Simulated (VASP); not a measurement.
Zn, 4 atoms in the cell. It takes space group P6_3/mmc (No. 194, hexagonal). The conventional cell has a = 2.780 Å, b = 2.780 Å, c = 9.004 Å, α = 90.00°, β = 90.00°, γ = 120.00°. Within 3.6 Å of Zn (site symmetry -3m) lie 12 Zn at 2.76 to 2.78 Å. Within 3.6 Å of Zn (site symmetry -6m2) lie 12 Zn at 2.76 to 2.78 Å. 

* Program: VASP 6.6.1
* Task: relaxation of cell and atoms
* Functional: PBE
* Potentials or basis: VASP PAW PBE potentials, release 64 (Zn)
* Cutoff: 600 eV
* k mesh: 7 × 7 × 2
* Occupations: tetrahedron
* Spin: no spin polarisation
* Dipole correction: no
* Further INCAR settings: ALGO = Normal; EDIFF = 1e-06; IBRION = 2; EDIFFG = -0.01; NSW = 60; ISIF = 3

Potentials or basis: VASP PAW PBE potentials, release 64 (Zn).

Run with:

```sh
$ cat potpaw_PBE.64/Zn/POTCAR > POTCAR
$ mpirun -np 1 vasp_std > vasp.out
```

Hardware: 1 thread of Intel(R) Xeon(R) Platinum 8488C (Sapphire Rapids), on a shared host.

Problem. Estimate the wall time of this run.

Solution. Wall time 13 min on 1 thread of Intel(R) Xeon(R) Platinum 8488C (Sapphire Rapids), with other jobs on the host, peak memory 0.22 GiB. Counts: scf iterations 257, k points 32, ion steps 30.
